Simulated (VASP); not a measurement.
Input of a VASP 6.6.1 run:

The input INCAR:

```
PREC = Accurate
ENCUT = 520
EDIFF = 1E-8
ISMEAR = -1
SIGMA = 0.03
LREAL = False
LASPH = True
NELM = 100
ALGO = Normal
ISIF = 2
LWAVE = False
LCHARG = False
GGA = PS
LEFG = True
NBANDS = 13
```

KPOINTS

```
Automatic mesh
0
Gamma
  14 14 14
```

Contents of POSCAR:

```
W
1.0
   -1.5973000000      1.5973000000      1.5973000000
    1.5973000000     -1.5973000000      1.5973000000
    1.5973000000      1.5973000000     -1.5973000000
W
1
Direct
    0.0000000000      0.0000000000      0.0000000000
```

Potentials or basis: VASP PAW PBE potentials, release 64 (W_sv).

Command:

```bash
$ cat potpaw_PBE.64/W_sv/POTCAR > POTCAR
$ mpirun -np 1 vasp_std > vasp.out
```

Task: What does it give for the band gap on the k mesh?

Result: Zero (band 7 reaches 15.84 eV, above the bottom of band 8 at 9.68 eV).

Task: Estimate the pressure.

Result: -10.5 GPa.

Caveat: without QUAD_EFG the Cq values of the log hold for a quadrupole moment of 1 mb, not for the nuclei; the PAW data sets were made with another functional, which shifts forces and pressure a little; spin-orbit coupling is left out, which moves the levels of the heavy elements.
